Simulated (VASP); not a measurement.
CaO (Lime):

```
Ca O
1.0
     0.00000    2.40650    2.40650
     2.40650    0.00000    2.40650
     2.40650    2.40650    0.00000
Ca O
1 1
Cartesian
  0.0000 0.0000 0.0000
  2.4065 2.4065 2.4065
```

```yaml
Program: VASP 6.6.1
Task: relaxation of cell and atoms
Functional: PBEsol
Potentials_or_basis: VASP PAW PBE potentials, release 64 (Ca_sv, O)
Cutoff: 600 eV
k_mesh: 7 × 7 × 7
Occupations: gaussian, width 0.01 eV
Spin: no spin polarisation
```

At the start: pressure -2.6 GPa; volume 13.94 Å³/atom.

Task: Where does the relaxation end?

Result: Over 3 steps the energy falls by 2.8 meV/atom and the volume is 13.61 Å³/atom (-2.4 %); space group Fm-3m (No. 225, to 0.05 Å).

Step by step:
```tsv
step	energy change (eV)	largest force (eV/Å)	pressure (GPa)	volume (Å³)
1	0.0000	0.0000	-2.61	27.87
2	-0.0047	0.0000	1.07	26.97
3	-0.0055	0.0000	0.01	27.21
```

Final structure:
```
CELL_PARAMETERS angstrom
0.00000 2.38733 2.38733
2.38733 0.00000 2.38733
2.38733 2.38733 0.00000
ATOMIC_POSITIONS crystal
Ca 0.00000 0.00000 0.00000
O 0.50000 0.50000 0.50000
```

Caveat: the PAW data sets were made with another functional, which shifts forces and pressure a little.
